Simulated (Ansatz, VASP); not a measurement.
## TiO2: VASP beside Ansatz

INCAR

```
SYSTEM = TiO2
  ALGO = Normal
  EDIFF = 1E-6
  ENCUT = 520
  GGA = PE
  ISIF = 2
  ISMEAR = -1
  LASPH = .TRUE.
  LCHARG = .FALSE.
  LREAL = .FALSE.
  LWAVE = .FALSE.
  NBANDS = 33
  NELM = 80
  PREC = Accurate
  SIGMA = 0.02
```

The input KPOINTS:

```
k-points
0
G
  10 10 10
  0 0 0
```

File POSCAR:

```
TiO2
1.0
   -1.9356495969      1.9356495969      4.7917223664
    1.9356495969     -1.9356495969      4.7917223664
    1.8421490797      1.8421490797     -4.7917223664
Ti O
2 4
Direct
    0.0000000000      0.0000000000      0.0000000000
    0.7500000000      0.2500000000      0.5000000000
    0.2071600989      0.2071600989      0.0000000000
    0.9571600989      0.4571600989      0.5000000000
    0.5428399011      0.0428399011      0.5000000000
    0.7928399011      0.7928399011      0.0000000000
```

Input for Ansatz:

```yaml
crystal:
  lattice:
    - [-1.9356495969, 1.9356495969, 4.7917223664]
    - [1.9356495969, -1.9356495969, 4.7917223664]
    - [1.8421490797, 1.8421490797, -4.7917223664]
  atoms:
    - { symbol: Ti, position: [0.0, 0.0, 0.0] }
    - { symbol: Ti, position: [0.75, 0.25, 0.5] }
    - { symbol: O, position: [0.2071600989, 0.2071600989, 0.0] }
    - { symbol: O, position: [0.9571600989, 0.4571600989, 0.5] }
    - { symbol: O, position: [0.5428399011, 0.0428399011, 0.5] }
    - { symbol: O, position: [0.7928399011, 0.7928399011, 0.0] }
kpoints:
  mp_grid: { grid: [10, 10, 10] }
  band_path:
    path:
      - [0.0, 0.0, 0.0]
      - [0.0, 0.0, 0.5]
      - [0.25, 0.25, 0.25]
      - [0.0, 0.5, 0.0]
      - [0.5, 0.5, -0.5]
      - [0.288848508, 0.711151492, -0.288848508]
      - [-0.288848508, 0.288848508, 0.288848508]
      - [-0.0776970159, 0.0776970159, 0.5]
      - [0.5, 0.5, -0.0776970159]
      - [0.3, 0.3, -0.3]
      - [0.416667, -0.416667, 0.0]
    npoints: 1
hamiltonian:
  xc: pbe
scf:
  occupations: { method: fermi_dirac, width: 0.02 }
  n_extra_bands: 5
output:
  forces: true
  stress: true
  eigenvalues: true
  write_density: true
  write_potential: true
  elf: true
  volumetric_format: npy
```

Change from the starting cell: shear_xy strain -5.0%.

Alike in both runs: task single point; functional PBE; k mesh 10 × 10 × 10; occupations fermi-dirac, width 0.02 eV; no spin polarisation.

|  | VASP | Ansatz |
| --- | --- | --- |
| version | VASP 6.6.1 | Ansatz 0.2.0 |
| potentials or method | VASP PAW PBE potentials, release 64 (Ti_sv, O) | plane waves, PAW |
| plane-wave cutoff (eV) | 520 | 420 |
| valence electrons in the cell | 48 | 48 |

|  | VASP | Ansatz | Ansatz less VASP |
| --- | --- | --- | --- |
| gap on the k mesh at the Fermi level (eV) | 2.09 | 2.12 | +0.025 |
| pressure (GPa) | 5.4 | 4.7 | -0.72 |
| traceless stress, the component that is largest in VASP (GPa) | 2.89 | 2.94 | +0.047 |
| rms of the force components (eV/Å) | 0.051 | 0.042 | -0.0098 |

Atom by atom the forces differ by 0.010 eV/Å (rms over components). The functional is the same, so the differences come from potentials, cutoffs and numerics.
